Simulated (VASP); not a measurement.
# GaN (F-43m) in VASP: further runs, part 2 of 2

VASP 6.6.1. Earlier steps stand in the parts before.

## Step 5: Single point, BLYP+D3(BJ)

This run uses another cell than the first one, of 11.67 Å³/atom, 0.981 times its volume.

Contents of INCAR:

```
PREC = Accurate
ENCUT = 520
EDIFF = 1E-7
ISMEAR = -1
SIGMA = 0.05
LREAL = False
LASPH = True
NELM = 100
ALGO = Normal
ISIF = 2
LWAVE = False
LCHARG = True
GGA = B5
ALDAX = 1.0
AGGAX = 1.0
AGGAC = 1.0
ALDAC = 0.0
IVDW = 12
VDW_S6 = 1.0
VDW_S8 = 2.6996
VDW_A1 = 0.4298
VDW_A2 = 4.2359
LELF = True
LVHAR = True
NBANDS = 16
```

Contents of KPOINTS:

```
Automatic mesh
0
Gamma
  10 10 10
```

Contents of POSCAR:

```
GaN
1.0
    0.0000000000      2.2684248875      2.2684248875
    2.2684248875      0.0000000000      2.2684248875
    2.2684248875      2.2684248875      0.0000000000
Ga N
1 1
Direct
    0.0000000000      0.0000000000      0.0000000000
    0.2500000000      0.2500000000      0.2500000000
```

Potentials or basis: VASP PAW PBE potentials, release 64 (Ga_d, N).

Command:

```
$ cat potpaw_PBE.64/Ga_d/POTCAR potpaw_PBE.64/N/POTCAR > POTCAR
$ mpirun -np 1 vasp_std > vasp.out
```

OUTCAR:

```text
PREC = Accurate
   ENCUT = 520
   EDIFF = 1E-7
   ISMEAR = -1
   LREAL = False
   LASPH = True
   NELM = 100
   ISIF = 2
   GGA = B5
   IVDW = 12
 IVDW          = 12

 ion  position               nearest neighbor table
   1  0.000  0.000  0.000-   2 1.96   2 1.96   2 1.96   2 1.96
   2  0.250  0.250  0.250-   1 1.96   1 1.96   1 1.96   1 1.96

  LATTYP: Found a face centered cubic cell.
 ALAT       =     4.5368497750

  Lattice vectors:

 A1 = (   0.0000000000,   2.2684248875,   2.2684248875)
 A2 = (   2.2684248875,   0.0000000000,   2.2684248875)
[... 641 lines left out ...]

 Edisp (eV)   -1.09729

 E8    (eV) :    -0.7791

  FORCE on cell =-STRESS in cart. coord.  units (eV):
  Direction    XX          YY          ZZ          XY          YZ          ZX
  --------------------------------------------------------------------------------------
  -------------------------------------------------------------------------------------
  Total       0.03009     0.03009     0.03009    -0.00000     0.00000     0.00000
  in kB       2.06496     2.06496     2.06496    -0.00000     0.00000     0.00000
  external pressure =        2.06 kB  Pullay stress =        0.00 kB

 VOLUME and BASIS-vectors are now :
 -----------------------------------------------------------------------------
  energy-cutoff  :      520.00
  volume of cell :       23.35
      direct lattice vectors                 reciprocal lattice vectors
     0.000000000  2.268424888  2.268424888    -0.220417261  0.220417261  0.220417261
     2.268424888  0.000000000  2.268424888     0.220417261 -0.220417261  0.220417261
     2.268424888  2.268424888  0.000000000     0.220417261  0.220417261 -0.220417261

 POSITION                                       TOTAL-FORCE (eV/Angst)
 -----------------------------------------------------------------------------------
      0.00000      0.00000      0.00000         0.000000      0.000000     -0.000000
      1.13421      1.13421      1.13421        -0.000000     -0.000000      0.000000
 -----------------------------------------------------------------------------------
    total drift:                                0.000003      0.000003      0.000003

  FREE ENERGIE OF THE ION-ELECTRON SYSTEM (eV)
  ---------------------------------------------------
  free  energy   TOTEN  =       -12.0869400351 eV

  energy  without entropy=      -12.0869400347  energy(sigma->0) =      -12.08694003
```

OSZICAR:

```text
N       E                     dE             d eps       ncg     rms          rms(c)
DAV:   1     0.839562818583E+02    0.83956E+02   -0.93561E+03  1704   0.202E+03
DAV:   2    -0.734157290367E+01   -0.91298E+02   -0.84679E+02  1736   0.335E+02
DAV:   3    -0.133155268737E+02   -0.59740E+01   -0.59502E+01  1752   0.719E+01
DAV:   4    -0.133837521438E+02   -0.68225E-01   -0.68219E-01  1880   0.823E+00
DAV:   5    -0.133846861780E+02   -0.93403E-03   -0.93403E-03  1808   0.870E-01    0.847E+00
DAV:   6    -0.109950079929E+02    0.23897E+01   -0.61993E+00  2264   0.433E+01    0.270E+00
DAV:   7    -0.110012394475E+02   -0.62315E-02   -0.38446E-01  1688   0.781E+00    0.178E+00
DAV:   8    -0.109955919703E+02    0.56475E-02   -0.85203E-02  1784   0.377E+00    0.972E-01
DAV:   9    -0.109893296448E+02    0.62623E-02   -0.17443E-02  2296   0.288E+00    0.279E-01
DAV:  10    -0.109897615536E+02   -0.43191E-03   -0.15852E-03  1648   0.482E-01    0.122E-01
DAV:  11    -0.109896449181E+02    0.11664E-03   -0.33304E-04  2432   0.346E-01    0.108E-02
DAV:  12    -0.109896476829E+02   -0.27648E-05   -0.35558E-05  1680   0.519E-02    0.229E-03
DAV:  13    -0.109896474141E+02    0.26874E-06   -0.45586E-07  2016   0.819E-03    0.184E-03
DAV:  14    -0.109896474470E+02   -0.32828E-07   -0.18374E-08  1104   0.330E-03
   1 F= -.12086940E+02 E0= -.12086940E+02  d E =-.463463E-09
```

stdout:

```text
POSCAR found type information on POSCAR GaN
 POSCAR found :  2 types and       2 ions
 scaLAPACK will be used
 -----------------------------------------------------------------------------
|                                                                             |
|                                                                             |
|     You enforced a specific xc type in the INCAR file but a different       |
|     I HOPE YOU KNOW WHAT YOU ARE DOING!                                     |
|                                                                             |
 -----------------------------------------------------------------------------

 LDA part: xc-table for (Slater(with rela. corr.)+VWN5), standard interpolation
 POSCAR, INCAR and KPOINTS ok, starting setup
 FFT: planning ... GRIDC
 FFT: planning ... GRID_SOFT
 FFT: planning ... GRID
 WAVECAR not read
 entering main loop
```

It took 11 s on 1 thread of Intel Xeon 6975P-C (Granite Rapids), shared host; peak memory 0.15 GiB.

What came out:

```
Free energy                : -12.0869 eV
Pressure                   : 0.2 GPa
Band gap on the k mesh     : 1.68 eV, direct
Dispersion energy per atom : -0.549 eV
```

Caveat: the PAW data sets were made with another functional, which shifts forces and pressure a little.

## Step 6: Summary

```tsv
level	cell	gap on the mesh (eV)	pressure (GPa)
PBE+D4	a = 3.229 Å, angles 60.0°, 2 atoms	1.47	-7.1
revPBE	a = 3.208 Å, angles 60.0°, 2 atoms	1.64	4.2
revPBE	a = 3.229 Å, angles 60.0°, 2 atoms	1.51	0.8
BLYP+D3(BJ)	a = 3.208 Å, angles 60.0°, 2 atoms	1.68	0.2
```

Alike in all rows: task single point; potentials or basis VASP PAW PBE potentials, release 64 (Ga_d, N); no spin polarisation; k mesh 10 × 10 × 10; cutoff (eV) 520; smearing fermi-dirac 0.05 eV.

Caveats: the PAW data sets were made with another functional, which shifts forces and pressure a little (some runs).

Total energies depend on the potentials used, so only differences within one code and one set of settings carry meaning.
